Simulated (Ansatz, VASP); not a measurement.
**Two plane-wave programs on Ga2O3**

Contents of INCAR:

```
  ALGO = Fast
  EDIFF = 1E-7
  ENCUT = 520
  GGA = PE
  ISIF = 2
  ISMEAR = 0
  LASPH = True
  LCHARG = True
  LELF = True
  LREAL = Auto
  LVHAR = True
  LWAVE = False
  NBANDS = 104
  NELM = 100
  PREC = Accurate
  SIGMA = 0.05
```

Contents of KPOINTS:

```
k-points
0
Gamma
  5 9 3
```

POSCAR

```
Ga2O3
1.0
    1.4027234631      0.0000000000     -5.7076941965
    0.0000000000      3.0835130475      0.0000000000
   11.4729546772     -0.9250539142      4.0183708138
Ga O
8 12
Direct
    0.0432160831      0.2519740301      0.8399134337
    0.6932160831      0.6019740301      0.3399134337
    0.5067839169      0.1980259699      0.6600865663
    0.1567839169      0.5480259699      0.1600865663
    0.2217526167      0.1225502190      0.4085007299
    0.5717526167      0.7725502190      0.9085007299
    0.6282473833      0.0274497810      0.0914992701
   -0.0217526167      0.6774497810      0.5914992701
   -0.2197641970      0.2740465135      0.9134883783
    0.4302358030      0.6240465135      0.4134883783
    0.7697641970      0.1759534865      0.5865116217
    0.4197641970      0.5259534865      0.0865116217
    0.3322314854      0.2771103938      0.9237013128
   -0.0177685146      0.6271103938      0.4237013128
    0.2177685146      0.1728896062      0.5762986872
    0.8677685146      0.5228896062      0.0762986872
    0.1655323377      0.0738058709      0.2460195696
    0.5155323377      0.7238058709      0.7460195696
    0.6844676623      0.0761941291      0.2539804304
    0.0344676623      0.7261941291      0.7539804304
```

Input for Ansatz:

```yaml
crystal:
  lattice:
    - [1.4027234631, 0.0, -5.7076941965]
    - [0.0, 3.0835130475, 0.0]
    - [11.4729546772, -0.9250539142, 4.0183708138]
  atoms:
    - { symbol: Ga, position: [0.0432160831, 0.2519740301, 0.8399134337] }
    - { symbol: Ga, position: [0.6932160831, 0.6019740301, 0.3399134337] }
    - { symbol: Ga, position: [0.5067839169, 0.1980259699, 0.6600865663] }
    - { symbol: Ga, position: [0.1567839169, 0.5480259699, 0.1600865663] }
    - { symbol: Ga, position: [0.2217526167, 0.122550219, 0.4085007299] }
    - { symbol: Ga, position: [0.5717526167, 0.772550219, 0.9085007299] }
    - { symbol: Ga, position: [0.6282473833, 0.027449781, 0.0914992701] }
    - { symbol: Ga, position: [-0.0217526167, 0.677449781, 0.5914992701] }
    - { symbol: O, position: [-0.219764197, 0.2740465135, 0.9134883783] }
    - { symbol: O, position: [0.430235803, 0.6240465135, 0.4134883783] }
    - { symbol: O, position: [0.769764197, 0.1759534865, 0.5865116217] }
    - { symbol: O, position: [0.419764197, 0.5259534865, 0.0865116217] }
    - { symbol: O, position: [0.3322314854, 0.2771103938, 0.9237013128] }
    - { symbol: O, position: [-0.0177685146, 0.6271103938, 0.4237013128] }
    - { symbol: O, position: [0.2177685146, 0.1728896062, 0.5762986872] }
    - { symbol: O, position: [0.8677685146, 0.5228896062, 0.0762986872] }
    - { symbol: O, position: [0.1655323377, 0.0738058709, 0.2460195696] }
    - { symbol: O, position: [0.5155323377, 0.7238058709, 0.7460195696] }
    - { symbol: O, position: [0.6844676623, 0.0761941291, 0.2539804304] }
    - { symbol: O, position: [0.0344676623, 0.7261941291, 0.7539804304] }
basis:
  ecutwfc: 420
kpoints:
  mp_grid: { grid: [5, 9, 3] }
hamiltonian:
  xc: pbe
scf:
  occupations: { method: gaussian, width: 0.05 }
output:
  forces: true
  stress: true
  eigenvalues: true
```

Alike in both runs: task single point; functional PBE; k mesh 5 × 9 × 3; occupations gaussian, width 0.05 eV; no spin polarisation.

```csv
,VASP,Ansatz
version,VASP 6.6.1,Ansatz 0.2.0
potentials or method,"VASP PAW PBE potentials, release 64 (Ga_d, O), cutoff 520 eV","scalar-relativistic, plane waves, PAW"
valence electrons in the cell,176,176
```

|  | VASP | Ansatz | Ansatz less VASP |
| --- | --- | --- | --- |
| gap on the k mesh at the Fermi level (eV) | none | none | - |
| pressure (GPa) | 4.6 | 3.9 | -0.64 |
| traceless stress, the component that is largest in VASP (GPa) | 12.08 | 12.16 | +0.081 |
| rms of the force components (eV/Å) | 1.254 | 1.257 | +0.0027 |

Atom by atom the forces differ by 0.011 eV/Å (rms over components). A gap of «none» marks a metal or a gap that the smearing closes.
